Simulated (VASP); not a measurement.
Input of a VASP 6.6.1 run:

File INCAR:

```
PREC     = Accurate       # precision mode
ENCUT    = 520            # plane-wave cutoff, eV
EDIFF    = 1E-6           # SCF threshold, eV
ISMEAR   = 0              # smearing method
SIGMA    = 0.1            # smearing width, eV
LREAL    = F              # projectors in reciprocal space
LASPH    = T              # aspherical terms in the spheres
NELM     = 80             # most SCF steps
ALGO     = Normal         # electronic algorithm
ISIF     = 2              # what is computed and relaxed
LWAVE    = F              # write WAVECAR
LCHARG   = F              # write CHGCAR
GGA      = PE             # functional
NBANDS   = 8              # bands
```

The input KPOINTS:

```
Automatic mesh
0
Gamma
  8 8 8
```

Contents of POSCAR:

```
Al
1.0
   -1.7384941000      1.7384941000      1.4072383000
    1.7384941000     -1.7384941000      1.4072383000
    1.7384941000      1.7384941000     -1.4072383000
Al
1
Direct
    0.5000000000      0.5000000000      0.0000000000
```

Potentials or basis: VASP PAW PBE potentials, release 64 (Al).

Command:

```console
$ cat potpaw_PBE.64/Al/POTCAR > POTCAR
$ mpirun -np 1 vasp_std > vasp.out
```

(1) What does it give for the pressure?

(2) Estimate the band gap on the k mesh.

Results:

(1) -0.7 GPa.

(2) zero (an odd number of electrons rules out a gap without spin polarisation).
